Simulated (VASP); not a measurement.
# C (P6_3/mmc) in VASP: further runs

C is run at these levels: PBE; tasks: single point, relaxation of cell and atoms.

Everything below comes from runs of VASP 6.6.1. Logs are shortened: lines on timing, memory, paths and dates and some standing lists are left out, and cuts for length are marked.

## (1) The cell of the first run

The structure is hexagonal, space group P6_3/mmc (No. 194). Conventional cell: a = 2.467 Å, b = 2.467 Å, c = 8.530 Å, α = 90.00°, β = 90.00°, γ = 120.00°. C (site symmetry -6m2) has 3 C at 1.42 Å within 1.9 Å. C (site symmetry -6m2) has 3 C at 1.42 Å within 1.9 Å.

## (2) Single point, PBE

Contents of INCAR:

```
PREC = Accurate
ENCUT = 520
EDIFF = 1E-6
ISMEAR = 0
SIGMA = 0.1
LREAL = False
LASPH = True
NELM = 80
ALGO = Normal
ISIF = 2
LWAVE = False
LCHARG = False
GGA = PE
NBANDS = 16
```

Contents of KPOINTS:

```
Automatic mesh
0
Gamma
  21 21 6
```

Contents of POSCAR:

```
C
1.0
    2.4665131669      0.0000000000      0.0000000000
   -1.2332565834      2.1360630613      0.0000000000
    0.0000000000      0.0000000000      8.5296998124
C
4
Direct
    0.0000000000      0.0000000000      0.2500000000
    0.0000000000      0.0000000000      0.7500000000
    0.3333333333      0.6666666667      0.2500000000
    0.6666666667      0.3333333333      0.7500000000
```

Potentials or basis: VASP PAW PBE potentials, release 64 (C).

Started as:

```
$ cat potpaw_PBE.64/C/POTCAR > POTCAR
$ mpirun -np 1 vasp_std > vasp.out
```

OUTCAR:

```text
PREC = Accurate
   ENCUT = 520
   EDIFF = 1E-6
   ISMEAR = 0
   LREAL = False
   LASPH = True
   NELM = 80
   ISIF = 2
   GGA = PE

 ion  position               nearest neighbor table
   1  0.000  0.000  0.250-   3 1.42   3 1.42   3 1.42
   2  0.000  0.000  0.750-   4 1.42   4 1.42   4 1.42
   3  0.333  0.667  0.250-   1 1.42   1 1.42   1 1.42
   4  0.667  0.333  0.750-   2 1.42   2 1.42   2 1.42

  LATTYP: Found a hexagonal cell.
 ALAT       =     2.4665131669
 C/A-ratio  =     3.4582016131

  Lattice vectors:

 A1 = (   2.4665131669,   0.0000000000,   0.0000000000)
 A2 = (  -1.2332565834,   2.1360630613,   0.0000000000)
 A3 = (   0.0000000000,   0.0000000000,   8.5296998124)

Analysis of symmetry for initial positions (statically):
=====================================================================
 Subroutine PRICEL returns:
 Original cell was already a primitive cell.

 Routine SETGRP: Setting up the symmetry group for a
 hexagonal supercell.

 Subroutine GETGRP returns: Found 24 space group operations
 (whereof 12 operations were pure point group operations)
 out of a pool of 24 trial point group operations.

The static configuration has the point symmetry D_3d.
 The point group associated with its full space group is D_6h.

Analysis of symmetry for dynamics (positions and initial velocities):
=====================================================================
 Subroutine PRICEL returns:
 Original cell was already a primitive cell.

 Routine SETGRP: Setting up the symmetry group for a
 hexagonal supercell.

 Subroutine GETGRP returns: Found 24 space group operations
 (whereof 12 operations were pure point group operations)
 out of a pool of 24 trial point group operations.

The dynamic configuration has the point symmetry D_3d.
 The point group associated with its full space group is D_6h.

 Subroutine INISYM returns: Found 24 space group operations
 (whereof 12 operations are pure point group operations),
 and found     1 'primitive' translations

----------------------------------------------------------------------------------------

                                     Primitive cell

  volume of cell :      44.9398

  direct lattice vectors                    reciprocal lattice vectors
     2.466513167  0.000000000  0.000000000     0.405430635  0.234075486  0.000000000
    -1.233256583  2.136063061  0.000000000     0.000000000  0.468150973  0.000000000
     0.000000000  0.000000000  8.529699812     0.000000000  0.000000000  0.117237420

  length of vectors
     2.466513167  2.466513167  8.529699812     0.468150973  0.468150973  0.117237420

  position of ions in fractional coordinates (direct lattice)
     0.000000000  0.000000000  0.250000000
     0.000000000  0.000000000  0.750000000
     0.333333333  0.666666667  0.250000000
     0.666666667  0.333333333  0.750000000

  ion indices of the primitive-cell ions
   primitive index   ion index
                 1           1
                 2           2
                 3           3
                 4           4

----------------------------------------------------------------------------------------

 KPOINTS: Automatic mesh

Automatic generation of k-mesh.
 Grid dimensions read from file:
 generate k-points for:   21   21    6

 Generating k-lattice:

  Cartesian coordinates                     Fractional coordinates (reciprocal lattice)
     0.019306221  0.011146452  0.000000000     0.047619048  0.000000000  0.000000000
     0.000000000  0.022292903  0.000000000     0.000000000  0.047619048  0.000000000
     0.000000000  0.000000000  0.019539570     0.000000000  0.000000000  0.166666667

  Length of vectors
     0.022292903  0.022292903  0.019539570

  Shift w.r.t. Gamma in fractional coordinates (k-lattice)
     0.000000000  0.000000000  0.000000000

 Subroutine IBZKPT returns following result:
 ===========================================

 Found    192 irreducible k-points:

 Following reciprocal coordinates:
            Coordinates               Weight
  0.000000  0.000000  0.000000      1.000000
  0.047619 -0.000000  0.000000      6.000000
  0.095238  0.000000  0.000000      6.000000
  0.142857  0.000000  0.000000      6.000000
  0.190476  0.000000  0.000000      6.000000
  0.238095 -0.000000  0.000000      6.000000
[... 16 lines left out ...]
  0.142857  0.095238  0.000000     12.000000
  0.190476  0.095238  0.000000     12.000000
 [... further k-points ...]
   k-points           NKPTS =    192   k-points in BZ     NKDIM =    192   number of bands    NBANDS=     16
   number of dos      NEDOS =    301   number of ions     NIONS =      4
   total plane-waves  NPLWV =  20736
   dimension x,y,z NGX =    18 NGY =   18 NGZ =   64
   dimension x,y,z NGXF=    36 NGYF=   36 NGZF=  128
   ions per type =               4
   NGX,Y,Z   is equivalent  to a cutoff of  12.13, 12.13, 12.47 a.u.
   NGXF,Y,Z  is equivalent  to a cutoff of  24.26, 24.26, 24.95 a.u.
 SYSTEM =  unknown system
   PREC   = accura    normal or accurate (medium, high low for compatibility)
   ISTART =      0    job   : 0-new  1-cont  2-samecut
   ICHARG =      2    charge: 1-file 2-atom 10-const
   ISPIN  =      1    spin polarized calculation?
   LNONCOLLINEAR =      F non collinear calculations
   LSORBIT =      F    spin-orbit coupling
   LASPH  =      T    aspherical Exc in radial PAW
   ENCUT  =  520.0 eV  38.22 Ry    6.18 a.u.   4.59  4.59 15.86*2*pi/ulx,y,z
   NELM   =     80;   NELMIN=  2; NELMDL= -5     # of ELM steps
   EDIFF  = 0.1E-05   stopping-criterion for ELM
   LREAL  =      F    real-space projection
   EDIFFG = 0.1E-04   stopping-criterion for IOM
   NSW    =      0    number of steps for IOM
   IBRION =     -1    ionic relax: 0-MD 1-quasi-New 2-CG
   NFREE  =      0    steps in history (QN), initial steepest desc. (CG)
   ISIF   =      2    stress and relaxation
   ISYM   =      2    0-nonsym 1-usesym 2-fastsym
   POTIM  = 0.5000    time-step for ionic-motion
   TEBEG  =    0.0;   TEEND  =   0.0 temperature during run
   PSTRESS=    0.0 pullay stress
   NELECT =      16.0000    total number of electrons
   NUPDOWN=      -1.0000    fix difference up-down
   EMIN   =  10.00;   EMAX   =-10.00  energy-range for DOS
   EFERMI =   0.00;   METHOD = LEGACY
   ISMEAR =     0;   SIGMA  =   0.10  broadening in eV -4-tet -1-fermi 0-gaus
   EFERMI_NEDOS =   21; number of points for ismear=-14 and -15
   IALGO  =     38    algorithm
   IMIX   =      4    mixing-type and parameters
     AMIX     =   0.40;   BMIX     =  1.00
     AMIX_MAG =   1.60;   BMIX_MAG =  1.00
  volume/ion in A,a.u.               =      11.23        75.82
  Fermi-wavevector in a.u.,A,eV,Ry     =   1.160302  2.192653 18.317536  1.346301
  Thomas-Fermi vector in A             =   2.296886
   LORBIT       =      0    0 simple, 1 ext, 2 COOP (PROOUT), +10 PAW based schemes
   GGA     = PE    functional components
   LHFCALC =     F    Hartree Fock is set to
   AEXX    =    0.0000 exact exchange contribution
   IVDW    =     0    specifies the selected vdW correction
   LEPSILON=     F    determine dielectric tensor
   LRPA    =     F    only Hartree local field effects (RPA)
 non-spin polarized calculation
 Gauss-broadening in eV      SIGMA  =   0.10
  energy-cutoff  :      520.00
  volume of cell :       44.94
 maximum number of plane-waves:      1233
   NGX =  9   NGY =  9   NGZ = 31

 number of electron      15.9999993 magnetization

 Free energy of the ion-electron system (eV)
  ---------------------------------------------------
  ext. energy  EPLUGINS =         0.00000000
  ---------------------------------------------------
  free energy    TOTEN  =       -36.90566605 eV

  energy without entropy =      -36.90489669  energy(sigma->0) =      -36.90528137

 E-fermi :   2.7901     XC(G=0):  -8.7200

 val. band max:        2.7896991084   @ k =   0.3333   0.3333   0.1667
 cond. band min:       2.7903445290   @ k =   0.3333   0.3333   0.3333
 fundamental gap:      0.0006454206
 Fermi energy:         2.7900859849

 k-point     1 :       0.0000    0.0000    0.0000
  band No.  band energies     occupation
      1     -16.7424      2.00000
      2     -16.7067      2.00000
      3      -5.0560      2.00000
      4      -4.5746      2.00000
      5      -0.2539      2.00000
      6      -0.2539      2.00000
[... 8 lines left out ...]
     15      13.2104      0.00000
     16      14.1971      0.00000

 k-point     2 :       0.0476   -0.0000    0.0000
  band No.  band energies     occupation
      1     -16.6888      2.00000
      2     -16.6532      2.00000
      3      -4.9913      2.00000
      4      -4.5114      2.00000
      5      -0.4742      2.00000
      6      -0.4726      2.00000
[... 8 lines left out ...]
     15      13.2826      0.00000
     16      14.0084      0.00000

 k-point     3 :       0.0952    0.0000    0.0000
  band No.  band energies     occupation
      1     -16.5280      2.00000
      2     -16.4929      2.00000
      3      -4.7980      2.00000
      4      -4.3222      2.00000
      5      -1.0921      2.00000
      6      -1.0895      2.00000
[... 8 lines left out ...]
     15      13.4642      0.00000
     16      13.4992      0.00000

 k-point     4 :       0.1429    0.0000    0.0000
  band No.  band energies     occupation
      1     -16.2607      2.00000
      2     -16.2263      2.00000
      3      -4.4774      2.00000
      4      -4.0088      2.00000
      5      -2.0083      2.00000
      6      -2.0041      2.00000
[... 8 lines left out ...]
     15      13.0102      0.00000
     16      13.0149      0.00000
[... 324 lines left out ...]
 k-point    22 :       0.0952    0.0952    0.0000
  band No.  band energies     occupation
      1     -16.1007      2.00000
      2     -16.0668      2.00000
      3      -4.2861      2.00000
      4      -3.8218      2.00000
      5      -2.3517      2.00000
      6      -2.3490      2.00000
[... 8 lines left out ...]
     15      12.9657      0.00000
     16      12.9731      0.00000

 k-point    23 :       0.1429    0.0952    0.0000
  band No.  band energies     occupation
      1     -15.7286      2.00000
      2     -15.6958      2.00000
      3      -3.8432      2.00000
      4      -3.3895      2.00000
      5      -3.2914      2.00000
      6      -3.2871      2.00000
[... 8 lines left out ...]
     15      13.6910      0.00000
     16      13.7135      0.00000

 k-point    24 :       0.1905    0.0952    0.0000
  band No.  band energies     occupation
      1     -15.2528      2.00000
      2     -15.2213      2.00000
      3      -4.3871      2.00000
      4      -4.3802      2.00000
      5      -3.2815      2.00000
      6      -2.8424      2.00000
[... 8 lines left out ...]
     15      14.6668      0.00000
     16      14.7594      0.00000

 [... further k-points ...]

------------------------ aborting loop because EDIFF is reached ----------------------------------------

  FORCE on cell =-STRESS in cart. coord.  units (eV):
  Direction    XX          YY          ZZ          XY          YZ          ZX
  --------------------------------------------------------------------------------------
  -------------------------------------------------------------------------------------
  Total        0.1547430      0.1547430     -0.0063480      0.0000000     -0.0000000      0.0000000
  in kB        5.5168405      5.5168405     -0.2263163      0.0000000     -0.0000000      0.0000000
  external PRESSURE =       3.6024549 kB  Pullay stress =       0.0000000 kB

 VOLUME and BASIS-vectors are now :
 -----------------------------------------------------------------------------
  energy-cutoff  :      520.00
  volume of cell :       44.94
      direct lattice vectors                 reciprocal lattice vectors
     2.466513167  0.000000000  0.000000000     0.405430635  0.234075486  0.000000000
    -1.233256583  2.136063061  0.000000000     0.000000000  0.468150973  0.000000000
     0.000000000  0.000000000  8.529699812     0.000000000  0.000000000  0.117237420

 POSITION                                       TOTAL-FORCE (eV/Angst)
 -----------------------------------------------------------------------------------
      0.00000      0.00000      2.13242         0.000000     -0.000000     -0.000000
      0.00000      0.00000      6.39727        -0.000000      0.000000     -0.000000
     -0.00000      1.42404      2.13242        -0.000000      0.000000     -0.000000
      1.23326      0.71202      6.39727         0.000000      0.000000      0.000000
 -----------------------------------------------------------------------------------
    total drift:                                0.000000     -0.000000      0.000000

  FREE ENERGIE OF THE ION-ELECTRON SYSTEM (eV)
  ---------------------------------------------------
  free  energy   TOTEN  =       -36.9056660456 eV

  energy  without entropy=      -36.9048966905  energy(sigma->0) =      -36.90528137
```

It took 44 s on 1 thread of Intel Xeon 6975P-C (Granite Rapids), shared host; peak memory 0.21 GiB.

Results:

| Quantity | Value |
| --- | --- |
| Free energy | -36.9057 eV |
| Pressure | 0.4 GPa |
| Band gap on the k mesh | zero (filled and empty bands touch) |

Levels at points of the mesh, in eV from the Fermi level:
```tsv
k point	band 6	band 7	band 8	band 9	band 10	band 11
(0.00, 0.00, 0.00)	-3.04	-3.04	-3.04	3.08	6.39	8.30
(0.00, 0.00, 0.50)	-3.04	-3.04	-3.04	4.35	4.35	8.30
```

Caveat: this functional lacks dispersion, which binds the layers, so the pressure and a relaxed spacing across them are unreliable.

## (3) Single point, PBE

Contents of INCAR:

```
SYSTEM = C
ALGO     = Normal         ! electronic algorithm
EDIFF    = 1E-6           ! SCF threshold, eV
ENCUT    = 520            ! plane-wave cutoff, eV
GGA      = PE             ! functional
ISIF     = 2              ! what is computed and relaxed
ISMEAR   = 0              ! smearing method
LASPH    = .True.         ! aspherical terms in the spheres
LCHARG   = .False.        ! write CHGCAR
LREAL    = .False.        ! projectors in reciprocal space
LWAVE    = .False.        ! write WAVECAR
NBANDS   = 16             ! bands
NELM     = 100            ! most SCF steps
PREC     = Accurate       ! precision mode
SIGMA    = 0.1            ! smearing width, eV
```

Contents of KPOINTS:

```
k-points
0
Gamma
  21 21 6
  0 0 0
```

POSCAR is that of step 2.

Potentials or basis: VASP PAW PBE potentials, release 64 (C).

Started as:

```
$ cat potpaw_PBE.64/C/POTCAR > POTCAR
$ mpirun -np 1 vasp_std > vasp.out
```

OUTCAR:

```text
SYSTEM = C
   EDIFF = 1E-6
   ENCUT = 520
   GGA = PE
   ISIF = 2
   ISMEAR = 0
   LASPH = .True.
   LREAL = .False.
   NELM = 100
   PREC = Accurate

 ion  position               nearest neighbor table
   1  0.000  0.000  0.250-   3 1.42   3 1.42   3 1.42
   2  0.000  0.000  0.750-   4 1.42   4 1.42   4 1.42
   3  0.333  0.667  0.250-   1 1.42   1 1.42   1 1.42
   4  0.667  0.333  0.750-   2 1.42   2 1.42   2 1.42

  LATTYP: Found a hexagonal cell.
[... 655 lines left out ...]

  FORCE on cell =-STRESS in cart. coord.  units (eV):
  Direction    XX          YY          ZZ          XY          YZ          ZX
  --------------------------------------------------------------------------------------
  -------------------------------------------------------------------------------------
  Total        0.1547430      0.1547430     -0.0063480      0.0000000     -0.0000000      0.0000000
  in kB        5.5168405      5.5168405     -0.2263163      0.0000000     -0.0000000      0.0000000
  external PRESSURE =       3.6024549 kB  Pullay stress =       0.0000000 kB

 VOLUME and BASIS-vectors are now :
 -----------------------------------------------------------------------------
  energy-cutoff  :      520.00
  volume of cell :       44.94
      direct lattice vectors                 reciprocal lattice vectors
     2.466513167  0.000000000  0.000000000     0.405430635  0.234075486  0.000000000
    -1.233256583  2.136063061  0.000000000     0.000000000  0.468150973  0.000000000
     0.000000000  0.000000000  8.529699812     0.000000000  0.000000000  0.117237420

 POSITION                                       TOTAL-FORCE (eV/Angst)
 -----------------------------------------------------------------------------------
      0.00000      0.00000      2.13242         0.000000     -0.000000     -0.000000
      0.00000      0.00000      6.39727        -0.000000      0.000000     -0.000000
     -0.00000      1.42404      2.13242        -0.000000      0.000000     -0.000000
      1.23326      0.71202      6.39727         0.000000      0.000000      0.000000
 -----------------------------------------------------------------------------------
    total drift:                                0.000000     -0.000000      0.000000

  FREE ENERGIE OF THE ION-ELECTRON SYSTEM (eV)
  ---------------------------------------------------
  free  energy   TOTEN  =       -36.9056660456 eV

  energy  without entropy=      -36.9048966905  energy(sigma->0) =      -36.90528137
```

OSZICAR:

```text
N       E                     dE             d eps       ncg     rms          rms(c)
DAV:   1     0.446597208500E+02    0.44660E+02   -0.76836E+03  6160   0.898E+02
DAV:   2    -0.358315885065E+02   -0.80491E+02   -0.72851E+02  8568   0.191E+02
DAV:   3    -0.393601719295E+02   -0.35286E+01   -0.35034E+01  8336   0.386E+01
DAV:   4    -0.393987744450E+02   -0.38603E-01   -0.38582E-01  7688   0.484E+00
DAV:   5    -0.393995059245E+02   -0.73148E-03   -0.73138E-03  8240   0.633E-01    0.892E+00
DAV:   6    -0.375392198082E+02    0.18603E+01   -0.13616E+00  7296   0.690E+00    0.523E+00
DAV:   7    -0.368928575789E+02    0.64636E+00   -0.17374E+00  7608   0.785E+00    0.143E+00
DAV:   8    -0.369058264445E+02   -0.12969E-01   -0.66126E-02  7304   0.148E+00    0.197E-01
DAV:   9    -0.369053331805E+02    0.49326E-03   -0.11732E-03  8128   0.231E-01    0.109E-01
DAV:  10    -0.369056608319E+02   -0.32765E-03   -0.10081E-03  6928   0.193E-01    0.592E-02
DAV:  11    -0.369056633762E+02   -0.25443E-05   -0.18966E-05  8144   0.287E-02    0.115E-02
DAV:  12    -0.369056659088E+02   -0.25326E-05   -0.22035E-06  7088   0.131E-02    0.299E-03
DAV:  13    -0.369056660456E+02   -0.13689E-06   -0.36396E-07  6216   0.405E-03
   1 F= -.36905666E+02 E0= -.36905281E+02  d E =-.769355E-03
```

Wall time 42 s (1 thread of Intel Xeon 6975P-C (Granite Rapids), shared host); peak memory 0.21 GiB.

What came out:

```
Free energy            : -36.9057 eV
Pressure               : 0.4 GPa
Band gap on the k mesh : zero (filled and empty bands touch)
```

Stress tensor (GPa, compression positive):
```
 0.55  0.00  0.00
 0.00  0.55  0.00
 0.00  0.00 -0.02
```

Levels at points of the mesh, in eV from the Fermi level:
```tsv
k point	band 6	band 7	band 8	band 9	band 10	band 11
(0.00, 0.00, 0.00)	-3.04	-3.04	-3.04	3.08	6.39	8.30
(0.00, 0.00, 0.50)	-3.04	-3.04	-3.04	4.35	4.35	8.30
```

Caveat: this functional lacks dispersion, which binds the layers, so the pressure and a relaxed spacing across them are unreliable.

(Part 1 of 2 ends here.)
